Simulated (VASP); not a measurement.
**Be: electric field gradients with PBEsol**

Be:

```
CELL_PARAMETERS angstrom
2.30920 0.00000 0.00000
-1.15460 1.99983 0.00000
0.00000 0.00000 3.64420
ATOMIC_POSITIONS crystal
Be 0.33333 0.66667 0.75000
Be 0.66667 0.33333 0.25000
```

This cell differs from its parent crystal: volume scaled by 1.06.

```yaml
Program: VASP 6.6.1
Task: electric field gradients
Functional: PBEsol
Potentials_or_basis: VASP PAW PBE potentials, release 64 (Be)
Cutoff: 520 eV
k_mesh: 21 × 21 × 11
Occupations: fermi-dirac, width 0.05 eV
Spin: no spin polarisation
Dipole_correction: no
Further_INCAR_settings: ALGO = Normal; EDIFF = 1e-08; NBANDS = 9
```

```json
{"Pressure": "-7.6 GPa", "Band gap on the k mesh": "zero (band 2 reaches 7.48 eV, above the bottom of band 3 at 5.49 eV)"}
```

Stress tensor (GPa, compression positive):
```
-7.20  0.00  0.00
 0.00 -7.20  0.00
 0.00  0.00 -8.31
```

Levels at points of the mesh, in eV from the Fermi level:
```tsv
k point	band 1	band 2	band 3	band 4	band 5	band 6
(0.00, 0.00, 0.00)	-11.05	-4.31	0.84	15.23	15.23	17.94
```

Electric field gradients, principal values (V/Å²):
```tsv
atom	least	middle	greatest (by size)
1 Be	0.286	0.286	-0.571
2 Be	0.286	0.286	-0.571
```

It took 60 s on 1 thread of AMD EPYC 7R13, with other jobs on the host, peak memory 0.12 GiB.

Caveat: without QUAD_EFG the Cq values of the log hold for a quadrupole moment of 1 mb, not for the nuclei; the PAW data sets were made with another functional, which shifts forces and pressure a little.
